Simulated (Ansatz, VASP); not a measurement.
BeTe: VASP beside Ansatz

File INCAR:

```
PREC = Accurate
ENCUT = 520
EDIFF = 1E-6
ISMEAR = -1
SIGMA = 0.05
LREAL = False
LASPH = True
NELM = 80
ALGO = Normal
ISIF = 2
LWAVE = False
LCHARG = True
GGA = B5
ALDAX = 1.0
AGGAX = 1.0
AGGAC = 1.0
ALDAC = 0.0
LELF = True
LVHAR = True
NBANDS = 11
```

KPOINTS

```
regular mesh
0
Gamma
  8 8 8
```

The input POSCAR:

```
BeTe
1.0
    0.0000000000      2.7700000000      2.7700000000
    2.7700000000      0.0000000000      2.7700000000
    2.7700000000      2.7700000000      0.0000000000
Te Be
1 1
Direct
    0.7500000000      0.7500000000      0.7500000000
    0.0000000000      0.0000000000      0.0000000000
```

input.yaml

```yaml
crystal:
  lattice:
    - [0.0, 2.77, 2.77]
    - [2.77, 0.0, 2.77]
    - [2.77, 2.77, 0.0]
  atoms:
    - { symbol: Te, position: [0.75, 0.75, 0.75] }
    - { symbol: Be, position: [0.0, 0.0, 0.0] }
kpoints:
  mp_grid: { grid: [8, 8, 8] }
  band_path:
    path:
      - [0.0, 0.0, 0.0]
      - [0.5, 0.0, 0.5]
      - [0.5, 0.25, 0.75]
      - [0.375, 0.375, 0.75]
      - [0.0, 0.0, 0.0]
      - [0.5, 0.5, 0.5]
      - [0.625, 0.25, 0.625]
      - [0.5, 0.25, 0.75]
    npoints: 10
scf:
  occupations: { method: fermi_dirac, width: 0.05 }
hamiltonian:
  xc: blyp
  pseudopotentials: { kind: all_electron, lapw: { basis_error: 0.001 } }
output:
  forces: true
  stress: true
  eigenvalues: true
```

Alike in both runs: functional BLYP; k mesh 8 × 8 × 8; occupations fermi-dirac, width 0.05 eV; no spin polarisation.

|  | VASP | Ansatz |
| --- | --- | --- |
| version | VASP 6.6.1 | Ansatz 0.2.0 |
| potentials or method | VASP PAW PBE potentials, release 64 (Te, Be), cutoff 520 eV | all-electron LAPW, scalar-relativistic |
| task | single point | band structure |

|  | VASP | Ansatz | Ansatz less VASP |
| --- | --- | --- | --- |
| gap on the k mesh at the Fermi level (eV) | 2.13 | 2.14 | +0.014 |
| least direct gap on the mesh (eV) | 3.68 | 3.71 | +0.024 |
| pressure (GPa) | 7.4 | 7.2 | -0.29 |

VASP's potentials were made for PBE, not for BLYP. Ansatz ran all-electron here, and VASP with PAW potentials.

Neither program's run includes spin-orbit coupling.
